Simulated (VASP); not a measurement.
# SiC (F-43m) in VASP: further runs

SiC is run at these levels: PBEsol; tasks: single point.

Program: VASP 6.6.1. These are calculated values, not measurements. Logs are shortened: lines on timing, memory, paths and dates and some standing lists are left out, and cuts for length are marked.

### 1 The cell of the first run

The structure is cubic, space group F-43m (No. 216). The conventional cell has a = 4.357 Å, b = 4.357 Å, c = 4.357 Å, α = 90.00°, β = 90.00°, γ = 90.00°. Within 2.5 Å of Si (site symmetry -43m) lie 4 C at 1.89 Å. C (site symmetry -43m) has 4 Si at 1.89 Å within 2.5 Å.

### 2 Single point, PBEsol

Contents of INCAR:

```
SYSTEM = SiC
PREC = Accurate
ENCUT = 520
EDIFF = 1E-7
ISMEAR = 0
SIGMA = 0.02
LREAL = .FALSE.
LASPH = .TRUE.
NELM = 100
ALGO = Normal
ISIF = 2
LWAVE = .FALSE.
LCHARG = .TRUE.
GGA = PS
LELF = .TRUE.
LVHAR = .TRUE.
NBANDS = 11
```

Contents of KPOINTS:

```
regular mesh
0
G
  10 10 10
  0 0 0
```

Contents of POSCAR:

```
SiC
1.0
    0.0000000000      2.1783973793      2.1783973793
    2.1783973793      0.0000000000      2.1783973793
    2.1783973793      2.1783973793      0.0000000000
Si C
1 1
Direct
    0.2500000000      0.2500000000      0.2500000000
    0.0000000000      0.0000000000      0.0000000000
```

Potentials or basis: VASP PAW PBE potentials, release 64 (Si, C).

The run is started by

```
$ cat potpaw_PBE.64/Si/POTCAR potpaw_PBE.64/C/POTCAR > POTCAR
$ mpirun -np 1 vasp_std > vasp.out
```

OUTCAR:

```text
SYSTEM = SiC
   PREC = Accurate
   ENCUT = 520
   EDIFF = 1E-7
   ISMEAR = 0
   LREAL = .FALSE.
   LASPH = .TRUE.
   NELM = 100
   ISIF = 2
   GGA = PS

 ion  position               nearest neighbor table
   1  0.250  0.250  0.250-   2 1.89   2 1.89   2 1.89   2 1.89
   2  0.000  0.000  0.000-   1 1.89   1 1.89   1 1.89   1 1.89

  LATTYP: Found a face centered cubic cell.
 ALAT       =     4.3567947586

  Lattice vectors:

 A1 = (   0.0000000000,   2.1783973793,   2.1783973793)
 A2 = (   2.1783973793,   0.0000000000,   2.1783973793)
 A3 = (   2.1783973793,   2.1783973793,   0.0000000000)

Analysis of symmetry for initial positions (statically):
=====================================================================
 Subroutine PRICEL returns:
 Original cell was already a primitive cell.

 Routine SETGRP: Setting up the symmetry group for a
 face centered cubic supercell.

 Subroutine GETGRP returns: Found 24 space group operations
 (whereof 24 operations were pure point group operations)
 out of a pool of 48 trial point group operations.

The static configuration has the point symmetry T_d .

Analysis of symmetry for dynamics (positions and initial velocities):
=====================================================================
 Subroutine PRICEL returns:
 Original cell was already a primitive cell.

 Routine SETGRP: Setting up the symmetry group for a
 face centered cubic supercell.

 Subroutine GETGRP returns: Found 24 space group operations
 (whereof 24 operations were pure point group operations)
 out of a pool of 48 trial point group operations.

The dynamic configuration has the point symmetry T_d .

 Subroutine INISYM returns: Found 24 space group operations
 (whereof 24 operations are pure point group operations),
 and found     1 'primitive' translations

----------------------------------------------------------------------------------------

                                     Primitive cell

  volume of cell :      20.6748

  direct lattice vectors                    reciprocal lattice vectors
     0.000000000  2.178397379  2.178397379    -0.229526534  0.229526534  0.229526534
     2.178397379  0.000000000  2.178397379     0.229526534 -0.229526534  0.229526534
     2.178397379  2.178397379  0.000000000     0.229526534  0.229526534 -0.229526534

  length of vectors
     3.080719118  3.080719118  3.080719118     0.397551618  0.397551618  0.397551618

  position of ions in fractional coordinates (direct lattice)
     0.250000000  0.250000000  0.250000000
     0.000000000  0.000000000  0.000000000

  ion indices of the primitive-cell ions
   primitive index   ion index
                 1           1
                 2           2

----------------------------------------------------------------------------------------

 KPOINTS: regular mesh

Automatic generation of k-mesh.
 Grid dimensions read from file:
 generate k-points for:   10   10   10

 Generating k-lattice:

  Cartesian coordinates                     Fractional coordinates (reciprocal lattice)
    -0.022952653  0.022952653  0.022952653     0.100000000  0.000000000  0.000000000
     0.022952653 -0.022952653  0.022952653     0.000000000  0.100000000  0.000000000
     0.022952653  0.022952653 -0.022952653     0.000000000  0.000000000  0.100000000

  Length of vectors
     0.039755162  0.039755162  0.039755162

  Shift w.r.t. Gamma in fractional coordinates (k-lattice)
     0.000000000  0.000000000  0.000000000

 Subroutine IBZKPT returns following result:
 ===========================================

 Found     47 irreducible k-points:

 Following reciprocal coordinates:
            Coordinates               Weight
  0.000000  0.000000  0.000000      1.000000
  0.100000  0.000000  0.000000      8.000000
  0.200000  0.000000  0.000000      8.000000
  0.300000  0.000000  0.000000      8.000000
  0.400000  0.000000  0.000000      8.000000
  0.500000  0.000000  0.000000      4.000000
[... 16 lines left out ...]
  0.300000  0.300000  0.000000      6.000000
  0.400000  0.300000  0.000000     24.000000
 [... further k-points ...]
   k-points           NKPTS =     47   k-points in BZ     NKDIM =     47   number of bands    NBANDS=     11
   number of dos      NEDOS =    301   number of ions     NIONS =      2
   total plane-waves  NPLWV =  13824
   dimension x,y,z NGX =    24 NGY =   24 NGZ =   24
   dimension x,y,z NGXF=    48 NGYF=   48 NGZF=   48
   ions per type =               1   1
   NGX,Y,Z   is equivalent  to a cutoff of  12.95, 12.95, 12.95 a.u.
   NGXF,Y,Z  is equivalent  to a cutoff of  25.90, 25.90, 25.90 a.u.
 SYSTEM =  SiC
   PREC   = accura    normal or accurate (medium, high low for compatibility)
   ISTART =      0    job   : 0-new  1-cont  2-samecut
   ICHARG =      2    charge: 1-file 2-atom 10-const
   ISPIN  =      1    spin polarized calculation?
   LNONCOLLINEAR =      F non collinear calculations
   LSORBIT =      F    spin-orbit coupling
   LASPH  =      T    aspherical Exc in radial PAW
   ENCUT  =  520.0 eV  38.22 Ry    6.18 a.u.   5.73  5.73  5.73*2*pi/ulx,y,z
   NELM   =    100;   NELMIN=  2; NELMDL= -5     # of ELM steps
   EDIFF  = 0.1E-06   stopping-criterion for ELM
   LREAL  =      F    real-space projection
   EDIFFG = 0.1E-05   stopping-criterion for IOM
   NSW    =      0    number of steps for IOM
   IBRION =     -1    ionic relax: 0-MD 1-quasi-New 2-CG
   NFREE  =      0    steps in history (QN), initial steepest desc. (CG)
   ISIF   =      2    stress and relaxation
   ISYM   =      2    0-nonsym 1-usesym 2-fastsym
   POTIM  = 0.5000    time-step for ionic-motion
   TEBEG  =    0.0;   TEEND  =   0.0 temperature during run
   PSTRESS=    0.0 pullay stress
   NELECT =       8.0000    total number of electrons
   NUPDOWN=      -1.0000    fix difference up-down
   EMIN   =  10.00;   EMAX   =-10.00  energy-range for DOS
   EFERMI =   0.00;   METHOD = LEGACY
   ISMEAR =     0;   SIGMA  =   0.02  broadening in eV -4-tet -1-fermi 0-gaus
   EFERMI_NEDOS =   21; number of points for ismear=-14 and -15
   IALGO  =     38    algorithm
   IMIX   =      4    mixing-type and parameters
     AMIX     =   0.40;   BMIX     =  1.00
     AMIX_MAG =   1.60;   BMIX_MAG =  1.00
  volume/ion in A,a.u.               =      10.34        69.76
  Fermi-wavevector in a.u.,A,eV,Ry     =   1.192956  2.254360 19.363047  1.423144
  Thomas-Fermi vector in A             =   2.328982
   LORBIT       =      0    0 simple, 1 ext, 2 COOP (PROOUT), +10 PAW based schemes
   GGA     = PS    functional components
   LHFCALC =     F    Hartree Fock is set to
   AEXX    =    0.0000 exact exchange contribution
   IVDW    =     0    specifies the selected vdW correction
   LEPSILON=     F    determine dielectric tensor
   LRPA    =     F    only Hartree local field effects (RPA)
 non-spin polarized calculation
 Gauss-broadening in eV      SIGMA  =   0.02
  energy-cutoff  :      520.00
  volume of cell :       20.67
 maximum number of plane-waves:       568
   NGX = 11   NGY = 11   NGZ = 11

 number of electron       8.0000001 magnetization

 Free energy of the ion-electron system (eV)
  ---------------------------------------------------
  ext. energy  EPLUGINS =         0.00000000
  ---------------------------------------------------
  free energy    TOTEN  =       -15.91495001 eV

  energy without entropy =      -15.91495001  energy(sigma->0) =      -15.91495001

 E-fermi :   8.1859     XC(G=0): -11.5084

 val. band max:        8.0659252200   @ k =   0.0000   0.0000   0.0000
 cond. band min:       9.2989631364   @ k =   0.5000   0.5000   0.0000
 fundamental gap:      1.2330379164
 Fermi energy:         8.1859350839

 k-point     1 :       0.0000    0.0000    0.0000
  band No.  band energies     occupation
      1      -7.3648      2.00000
      2       8.0659      2.00000
      3       8.0659      2.00000
      4       8.0659      2.00000
      5      14.2628      0.00000
      6      15.3141      0.00000
      7      15.3141      0.00000
      8      15.3141      0.00000
      9      22.5270      0.00000
     10      22.5270      0.00000
     11      24.3413      0.00000

 k-point     2 :       0.1000    0.0000    0.0000
  band No.  band energies     occupation
      1      -7.1685      2.00000
      2       7.0507      2.00000
      3       7.9311      2.00000
      4       7.9311      2.00000
      5      14.5129      0.00000
      6      15.5585      0.00000
      7      15.5585      0.00000
      8      15.5959      0.00000
      9      21.5504      0.00000
     10      21.5504      0.00000
     11      24.1418      0.00000

 k-point     3 :       0.2000    0.0000    0.0000
  band No.  band energies     occupation
      1      -6.5880      2.00000
      2       4.9195      2.00000
      3       7.6223      2.00000
      4       7.6223      2.00000
      5      14.2134      0.00000
      6      15.9153      0.00000
      7      15.9153      0.00000
      8      16.7919      0.00000
      9      20.8760      0.00000
     10      20.8760      0.00000
     11      23.2598      0.00000

 k-point     4 :       0.3000    0.0000    0.0000
  band No.  band energies     occupation
      1      -5.6578      2.00000
      2       2.5940      2.00000
      3       7.3051      2.00000
      4       7.3051      2.00000
      5      13.8050      0.00000
      6      15.7660      0.00000
      7      15.7660      0.00000
      8      17.7346      0.00000
      9      21.7032      0.00000
     10      21.7032      0.00000
     11      23.0082      0.00000
[... 239 lines left out ...]
 k-point    22 :      -0.2000    0.2000    0.0000
  band No.  band energies     occupation
      1      -5.3459      2.00000
      2       3.2491      2.00000
      3       4.8115      2.00000
      4       7.4164      2.00000
      5      14.5481      0.00000
      6      16.0039      0.00000
      7      16.3779      0.00000
      8      17.1558      0.00000
      9      19.5002      0.00000
     10      23.3705      0.00000
     11      27.1227      0.00000

 k-point    23 :       0.3000    0.3000    0.0000
  band No.  band energies     occupation
      1      -5.0794      2.00000
      2       3.7086      2.00000
      3       5.6820      2.00000
      4       5.6820      2.00000
      5      11.1235      0.00000
      6      13.5649      0.00000
      7      19.5444      0.00000
      8      19.5444      0.00000
      9      20.4050      0.00000
     10      25.1105      0.00000
     11      29.6547      0.00000

 k-point    24 :       0.4000    0.3000    0.0000
  band No.  band energies     occupation
      1      -4.2029      2.00000
      2       2.4788      2.00000
      3       4.8802      2.00000
      4       5.4183      2.00000
      5      10.8229      0.00000
      6      13.5810      0.00000
      7      19.6280      0.00000
      8      19.9366      0.00000
      9      21.7538      0.00000
     10      26.0873      0.00000
     11      29.2476      0.00000

 [... further k-points ...]

------------------------ aborting loop because EDIFF is reached ----------------------------------------

  FORCE on cell =-STRESS in cart. coord.  units (eV):
  Direction    XX          YY          ZZ          XY          YZ          ZX
  --------------------------------------------------------------------------------------
  -------------------------------------------------------------------------------------
  Total        0.0460451      0.0460451      0.0460451      0.0000000      0.0000000     -0.0000000
  in kB        3.5682269      3.5682269      3.5682269      0.0000000      0.0000000     -0.0000000
  external PRESSURE =       3.5682269 kB  Pullay stress =       0.0000000 kB

 VOLUME and BASIS-vectors are now :
 -----------------------------------------------------------------------------
  energy-cutoff  :      520.00
  volume of cell :       20.67
      direct lattice vectors                 reciprocal lattice vectors
     0.000000000  2.178397379  2.178397379    -0.229526534  0.229526534  0.229526534
     2.178397379  0.000000000  2.178397379     0.229526534 -0.229526534  0.229526534
     2.178397379  2.178397379  0.000000000     0.229526534  0.229526534 -0.229526534

 POSITION                                       TOTAL-FORCE (eV/Angst)
 -----------------------------------------------------------------------------------
      1.08920      1.08920      1.08920         0.000000      0.000000      0.000000
      0.00000      0.00000      0.00000        -0.000000     -0.000000     -0.000000
 -----------------------------------------------------------------------------------
    total drift:                               -0.000000     -0.000000     -0.000000

  FREE ENERGIE OF THE ION-ELECTRON SYSTEM (eV)
  ---------------------------------------------------
  free  energy   TOTEN  =       -15.9149500136 eV

  energy  without entropy=      -15.9149500136  energy(sigma->0) =      -15.91495001
```

It took 7.7 s on 1 thread of Intel Xeon Platinum 8488C (Sapphire Rapids), shared host; peak memory 0.13 GiB.

Results:

* Free energy: -15.9150 eV
* Pressure: 0.4 GPa
* Band gap on the k mesh: 1.23 eV (least direct gap 4.44 eV)

Caveat: the PAW data sets were made with another functional, which shifts forces and pressure a little. A k mesh can miss the band edges.

### 3 Single point, PBEsol, non-collinear spin, zero start, spin-orbit coupling

Contents of INCAR:

```
SYSTEM = SiC
  ALGO = Normal
  EDIFF = 1E-7
  ENCUT = 520
  GGA = PS
  GGA_COMPAT = .False.
  ISIF = 2
  ISMEAR = 0
  LASPH = .True.
  LCHARG = .False.
  LORBIT = 11
  LORBMOM = .True.
  LREAL = .False.
  LSORBIT = .True.
  LWAVE = .False.
  MAGMOM = 0 0 0 0 0 0
  NBANDS = 20
  NELM = 150
  PREC = Accurate
  SIGMA = 0.02
```

Contents of KPOINTS:

```
k-points
0
Gamma
  10 10 10
  0 0 0
```

Contents of POSCAR:

```
SiC
1.0
    0.0000000000      2.1783931527      2.1783931527
    2.1783931527      0.0000000000      2.1783931527
    2.1783931527      2.1783931527      0.0000000000
Si C
1 1
Direct
    0.2500000000      0.2500000000      0.2500000000
    0.0000000000      0.0000000000      0.0000000000
```

Potentials or basis: VASP PAW PBE potentials, release 64 (Si, C).

The run is started by

```
$ cat potpaw_PBE.64/Si/POTCAR potpaw_PBE.64/C/POTCAR > POTCAR
$ mpirun -np 1 vasp_ncl > vasp.out
```

OUTCAR:

```text
SYSTEM = SiC
   EDIFF = 1E-7
   ENCUT = 520
   GGA = PS
   ISIF = 2
   ISMEAR = 0
   LASPH = .True.
   LORBIT = 11
   LREAL = .False.
   LSORBIT = .True.
   NELM = 150
   PREC = Accurate

 ion  position               nearest neighbor table
   1  0.250  0.250  0.250-   2 1.89   2 1.89   2 1.89   2 1.89
   2  0.000  0.000  0.000-   1 1.89   1 1.89   1 1.89   1 1.89

  LATTYP: Found a face centered cubic cell.
 ALAT       =     4.3567863054

  Lattice vectors:

 A1 = (   0.0000000000,   2.1783931527,   2.1783931527)
 A2 = (   2.1783931527,   0.0000000000,   2.1783931527)
 A3 = (   2.1783931527,   2.1783931527,   0.0000000000)

Analysis of symmetry for initial positions (statically):
=====================================================================
 Subroutine PRICEL returns:
 Original cell was already a primitive cell.

 Routine SETGRP: Setting up the symmetry group for a
 face centered cubic supercell.

 Subroutine GETGRP returns: Found 24 space group operations
 (whereof 24 operations were pure point group operations)
 out of a pool of 48 trial point group operations.

The static configuration has the point symmetry T_d .

Analysis of symmetry for dynamics (positions and initial velocities):
[... 816 lines left out ...]
     0.0000000     0.0000000     0.0000000     0.0000000     0.0000000     0.0000000     0.0000000
     0.0000000     0.0000000     0.0000000     0.0000000     0.0000000     0.0000000     0.0000000
     0.0000000     0.0000000     0.0000000     0.0000000     0.0000000     0.0000000     0.0000000

 Ion:    2  E_soc:     -0.0000177
 l=   1
     0.0000000    -0.0000029    -0.0000029
    -0.0000029     0.0000000    -0.0000029
    -0.0000029    -0.0000029     0.0000000
 l=   2
     0.0000000     0.0000000     0.0000000     0.0000000     0.0000000
     0.0000000     0.0000000     0.0000000     0.0000000     0.0000000
     0.0000000     0.0000000     0.0000000     0.0000000     0.0000000
     0.0000000     0.0000000     0.0000000     0.0000000     0.0000000
     0.0000000     0.0000000     0.0000000     0.0000000     0.0000000
 l=   3
     0.0000000     0.0000000     0.0000000     0.0000000     0.0000000     0.0000000     0.0000000
     0.0000000     0.0000000     0.0000000     0.0000000     0.0000000     0.0000000     0.0000000
     0.0000000     0.0000000     0.0000000     0.0000000     0.0000000     0.0000000     0.0000000
     0.0000000     0.0000000     0.0000000     0.0000000     0.0000000     0.0000000     0.0000000
     0.0000000     0.0000000     0.0000000     0.0000000     0.0000000     0.0000000     0.0000000
     0.0000000     0.0000000     0.0000000     0.0000000     0.0000000     0.0000000     0.0000000
     0.0000000     0.0000000     0.0000000     0.0000000     0.0000000     0.0000000     0.0000000

 total charge

# of ion       s       p       d       tot
------------------------------------------
    1        0.709   0.974   0.000   1.682
    2        0.833   1.700   0.000   2.533
--------------------------------------------------
tot          1.541   2.674   0.000   4.215

 magnetization (x)

# of ion       s       p       d       tot
------------------------------------------
    1        0.000  -0.000   0.000  -0.000
    2        0.000   0.000   0.000   0.000
--------------------------------------------------
tot          0.000   0.000   0.000   0.000

 magnetization (y)

# of ion       s       p       d       tot
------------------------------------------
    1        0.000   0.000   0.000   0.000
    2        0.000   0.000   0.000   0.000
--------------------------------------------------
tot          0.000   0.000   0.000   0.000

 magnetization (z)

# of ion       s       p       d       tot
------------------------------------------
    1       -0.000  -0.000   0.000  -0.000
    2       -0.000   0.000   0.000  -0.000
--------------------------------------------------
tot         -0.000  -0.000   0.000  -0.000
```

OSZICAR:

```text
N       E                     dE             d eps       ncg     rms          rms(c)
DAV:   1     0.847716143158E+01    0.84772E+01   -0.35100E+03  2920   0.731E+02
DAV:   2    -0.165920767579E+02   -0.25069E+02   -0.22918E+02  4084   0.132E+02
DAV:   3    -0.177079353636E+02   -0.11159E+01   -0.11046E+01  3576   0.226E+01
DAV:   4    -0.177148063606E+02   -0.68710E-02   -0.68684E-02  3404   0.218E+00
DAV:   5    -0.177148490810E+02   -0.42720E-04   -0.42720E-04  3348   0.170E-01    0.875E+00
DAV:   6    -0.159810122125E+02    0.17338E+01   -0.20397E+00  3096   0.120E+01    0.395E+00
DAV:   7    -0.159311271583E+02    0.49885E-01   -0.43362E-01  3472   0.487E+00    0.176E+00
DAV:   8    -0.159163560162E+02    0.14771E-01   -0.24044E-02  3068   0.119E+00    0.236E-01
DAV:   9    -0.159150173015E+02    0.13387E-02   -0.23521E-03  3452   0.421E-01    0.958E-02
DAV:  10    -0.159150918857E+02   -0.74584E-04   -0.44125E-04  3240   0.144E-01    0.640E-02
DAV:  11    -0.159150953389E+02   -0.34532E-05   -0.65019E-06  3288   0.235E-02    0.223E-02
DAV:  12    -0.159150946083E+02    0.73059E-06   -0.63995E-06  3376   0.208E-02    0.486E-03
DAV:  13    -0.159150947520E+02   -0.14367E-06   -0.53212E-07  3084   0.535E-03    0.689E-04
DAV:  14    -0.159150947777E+02   -0.25701E-07   -0.13511E-08  1580   0.110E-03
   1 F= -.15915095E+02 E0= -.15915095E+02  d E =-.271943E-18  mag=    -0.0000    -0.0000     0.0000
```

Run time: 40 s. Hardware: 1 thread of Intel Xeon Platinum 8488C (Sapphire Rapids), shared host; peak memory 0.2 GiB.

What came out:

- Free energy: -15.9151 eV
- Pressure: 0.4 GPa
- Net moment: 0.00 μB per cell
- Valence electrons inside the program's atomic spheres: Si 1.68; C 2.53

Moments on the atoms (μB; x, y, z):
```
Si  0.00 0.00 0.00
C   0.00 0.00 0.00
```

Caveat: the PAW data sets were made with another functional, which shifts forces and pressure a little.
